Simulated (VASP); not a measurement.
# MnO2 (P-3m1) in VASP: notebook

The runs below take MnO2 through single point, with LDA, PBEsol.

Everything below comes from runs of VASP 6.6.1. Logs are shortened: lines on timing, memory, paths and dates and some standing lists are left out, and cuts for length are marked.

## Step 1: The cell of the first run

Symmetry: P-3m1, No. 164, trigonal system. Conventional cell: a = 2.857 Å, b = 2.857 Å, c = 4.601 Å, α = 90.00°, β = 90.00°, γ = 120.00°. Mn (site symmetry -3m) has 6 O at 1.90 Å within 2.5 Å. Within 2.6 Å of O (site symmetry 3m) lie 3 Mn at 1.90 Å and 3 O at 2.51 Å.

## Step 2: Single point, LDA, collinear spin, ferromagnetic start

INCAR reads:

```
ALGO = Normal
EDIFF = 1E-7
ENCUT = 520
GGA = CA
ISIF = 2
ISMEAR = -1
ISPIN = 2
LASPH = T
LCHARG = F
LMAXMIX = 4
LORBIT = 11
LREAL = F
LWAVE = F
MAGMOM = 4 0 0
NBANDS = 24
NELM = 150
PREC = Accurate
SIGMA = 0.05
```

KPOINTS reads:

```
k-points
0
Gamma
  11 11 6
```

POSCAR reads:

```
MnO2
1.0
    2.8565781804      0.0000000000      0.0000000000
   -1.4282890902      2.4738692722      0.0000000000
    0.0000000000      0.0000000000      4.6013740589
Mn O
1 2
Direct
    0.0000000000      0.0000000000      0.5000000000
    0.3333333333      0.6666666667      0.7062925700
    0.6666666667      0.3333333333      0.2937074300
```

Potentials or basis: VASP PAW LDA potentials, release 64 (Mn_pv, O).

The run is started by

```
cat potpaw_LDA.64/Mn_pv/POTCAR potpaw_LDA.64/O/POTCAR > POTCAR
mpirun -np 1 vasp_std > vasp.out
```

OUTCAR:

```text
EDIFF = 1E-7
   ENCUT = 520
   GGA = CA
   ISIF = 2
   ISMEAR = -1
   ISPIN = 2
   LASPH = T
   LORBIT = 11
   LREAL = F
   NELM = 150
   PREC = Accurate

 ion  position               nearest neighbor table
   1  0.000  0.000  0.500-   2 1.90   3 1.90   3 1.90   2 1.90   3 1.90   2 1.90
   2  0.333  0.667  0.706-   1 1.90   1 1.90   1 1.90
   3  0.667  0.333  0.294-   1 1.90   1 1.90   1 1.90

  LATTYP: Found a hexagonal cell.
 ALAT       =     2.8565781804
 C/A-ratio  =     1.6107992739

  Lattice vectors:

 A1 = (   2.8565781804,   0.0000000000,   0.0000000000)
 A2 = (  -1.4282890902,   2.4738692722,   0.0000000000)
 A3 = (   0.0000000000,   0.0000000000,   4.6013740589)

Analysis of symmetry for initial positions (statically):
=====================================================================
 Subroutine PRICEL returns:
 Original cell was already a primitive cell.

 Routine SETGRP: Setting up the symmetry group for a
 hexagonal supercell.

 Subroutine GETGRP returns: Found 12 space group operations
 (whereof 12 operations were pure point group operations)
 out of a pool of 24 trial point group operations.

The static configuration has the point symmetry D_3d.

Analysis of symmetry for dynamics (positions and initial velocities):
=====================================================================
 Subroutine PRICEL returns:
 Original cell was already a primitive cell.

 Routine SETGRP: Setting up the symmetry group for a
 hexagonal supercell.

 Subroutine GETGRP returns: Found 12 space group operations
 (whereof 12 operations were pure point group operations)
 out of a pool of 24 trial point group operations.

The dynamic configuration has the point symmetry D_3d.

Analysis of structural, dynamic, and magnetic symmetry:
=====================================================================
 Subroutine PRICEL returns:
 Original cell was already a primitive cell.

 Routine SETGRP: Setting up the symmetry group for a
 hexagonal supercell.

 Subroutine GETGRP returns: Found 12 space group operations
 (whereof 12 operations were pure point group operations)
 out of a pool of 24 trial point group operations.

The overall configuration has the point symmetry D_3d.

 Subroutine INISYM returns: Found 12 space group operations
 (whereof 12 operations are pure point group operations),
 and found     1 'primitive' translations

----------------------------------------------------------------------------------------

[... 113 lines left out ...]
     AMIX     =   0.40;   BMIX     =  1.00
     AMIX_MAG =   1.60;   BMIX_MAG =  1.00
  volume/ion in A,a.u.               =      10.84        73.15
  Fermi-wavevector in a.u.,A,eV,Ry     =   1.499747  2.834111 30.602787  2.249241
  Thomas-Fermi vector in A             =   2.611337
   LORBIT       =     11    0 simple, 1 ext, 2 COOP (PROOUT), +10 PAW based schemes
   GGA     = CA    functional components
   LHFCALC =     F    Hartree Fock is set to
   AEXX    =    0.0000 exact exchange contribution
   IVDW    =     0    specifies the selected vdW correction
   LEPSILON=     F    determine dielectric tensor
   LRPA    =     F    only Hartree local field effects (RPA)
 spin polarized calculation
  energy-cutoff  :      520.00
  volume of cell :       32.52
 maximum number of plane-waves:       890
 NGX is ok and might be reduce to    24
   NGX = 11   NGY = 11   NGZ = 17

 number of electron      24.9999997 magnetization       2.9980805

 Free energy of the ion-electron system (eV)
  ---------------------------------------------------
  ext. energy  EPLUGINS =         0.00000000
  ---------------------------------------------------
  free energy    TOTEN  =       -26.11853410 eV

  energy without entropy =      -26.11807020  energy(sigma->0) =      -26.11830215

 E-fermi :   3.3278     XC(G=0): -11.4409

 val. band max:        3.1587488127   @ k =   0.0909   0.0000   0.5000
 cond. band min:       3.4700301341   @ k =   0.0000   0.0000   0.5000
 fundamental gap:      0.3112813214
 Fermi energy:         3.3278221403

 spin component 1

 k-point     1 :       0.0000    0.0000    0.0000
  band No.  band energies     occupation
      1     -46.7860      1.00000
      2     -46.7860      1.00000
      3     -46.7481      1.00000
      4     -16.4565      1.00000
      5     -14.0407      1.00000
      6      -3.3343      1.00000
[... 637 lines left out ...]
     23      23.7237      0.00000
     24      25.8412      0.00000

 [... further k-points ...]

 spin component 2

 k-point     1 :       0.0000    0.0000    0.0000
  band No.  band energies     occupation
      1     -44.0061      1.00000
      2     -44.0061      1.00000
      3     -43.8501      1.00000
      4     -16.2470      1.00000
      5     -13.8692      1.00000
      6      -2.5991      1.00000
[... 637 lines left out ...]
     23      24.3367      0.00000
     24      26.0154      0.00000

 [... further k-points ...]
[... 5 lines left out ...]
  --------------------------------------------------------------------------------------
  -------------------------------------------------------------------------------------
  Total       -1.8102920     -1.8102920     -1.1501691     -0.0000000      0.0000000      0.0000000
  in kB      -89.1967071    -89.1967071    -56.6711315     -0.0000000      0.0000000      0.0000000
  external PRESSURE =     -78.3548486 kB  Pullay stress =       0.0000000 kB

 VOLUME and BASIS-vectors are now :
 -----------------------------------------------------------------------------
  energy-cutoff  :      520.00
  volume of cell :       32.52
      direct lattice vectors                 reciprocal lattice vectors
     2.856578180  0.000000000  0.000000000     0.350069187  0.202112539  0.000000000
    -1.428289090  2.473869272  0.000000000     0.000000000  0.404225078  0.000000000
     0.000000000  0.000000000  4.601374059     0.000000000  0.000000000  0.217326387

 POSITION                                       TOTAL-FORCE (eV/Angst)
 -----------------------------------------------------------------------------------
      0.00000      0.00000      2.30069        -0.000000      0.000000      0.000000
     -0.00000      1.64925      3.24992         0.000000      0.000000     -0.456463
      1.42829      0.82462      1.35146        -0.000000     -0.000000      0.456463
 -----------------------------------------------------------------------------------
    total drift:                               -0.000000      0.000000      0.000000

  FREE ENERGIE OF THE ION-ELECTRON SYSTEM (eV)
  ---------------------------------------------------
  free  energy   TOTEN  =       -26.1185341020 eV

  energy  without entropy=      -26.1180702000  energy(sigma->0) =      -26.11830215

 total charge

# of ion       s       p       d       tot
------------------------------------------
    1        0.357   6.470   4.956  11.783
    2        1.570   3.390   0.000   4.960
    3        1.570   3.390   0.000   4.960
--------------------------------------------------
tot          3.498  13.249   4.956  21.703

 magnetization (x)

# of ion       s       p       d       tot
------------------------------------------
    1        0.029   0.036   2.718   2.783
    2        0.004   0.057   0.000   0.061
    3        0.004   0.057   0.000   0.061
--------------------------------------------------
tot          0.037   0.149   2.718   2.905
```

It took 68 s on 1 thread of Intel Xeon 6975P-C (Granite Rapids), shared host; peak memory 0.2 GiB.

Results:

- Free energy: -26.1185 eV
- Pressure: -7.8 GPa
- Largest force: 0.456 eV/Å
- Band gap on the k mesh: 0.31 eV (least direct gap 0.35 eV)
- Net moment: 3.00 μB per cell
- Site moments: Mn +2.78; O +0.06 μB
- Valence electrons inside the program's atomic spheres: Mn 11.78; O 4.96

Forces on the atoms (eV/Å):
```
Mn   0.000  0.000  0.000
O    0.000  0.000 -0.456
O    0.000  0.000  0.456
```

Caveat: the cell stands under tension; an odd mesh through Γ misses points on the zone boundary, where band edges can lie; a cell with one magnetic atom can't hold antiferromagnetic order, which such compounds often take.

(Part 1 of 3 ends here.)
